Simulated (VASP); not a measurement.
The system is TaAs.

```
Ta As
1.0
     0.00000   -3.44363    0.00000
     3.44363    0.00000    0.00000
    -1.72181    1.72181    5.86794
Ta As
2 2
Direct
  0.49997 0.99997 0.99993
  0.74997 0.74997 0.49993
  0.08263 0.58263 0.16526
  0.33263 0.33263 0.66526
```

Base run:

* Program: VASP 6.6.1
* Functional: PBE
* Potentials or basis: VASP PAW PBE potentials, release 64 (Ta_pv, As)
* Cutoff: 520 eV
* k mesh: 10 × 10 × 10
* Occupations: gaussian, width 0.05 eV
* Spin: no spin polarisation

Its results: band gap on the k mesh 0.05 eV; pressure 2.6 GPa; largest force 0.030 eV/Å.

**Question.** The run is repeated on the same cell with these changes: functional from PBE to LDA; potentials or basis from VASP PAW PBE potentials, release 64 (Ta_pv, As) to VASP PAW LDA potentials, release 64 (Ta_pv, As). What comes out?

**Answer.** Band gap on the k mesh 0.03 eV; pressure -6.6 GPa; largest force 0.025 eV/Å.

Caveats: spin-orbit coupling is left out, which moves the levels of the heavy elements; the cell stands under tension (at least some runs).

A k mesh can miss the band edges.
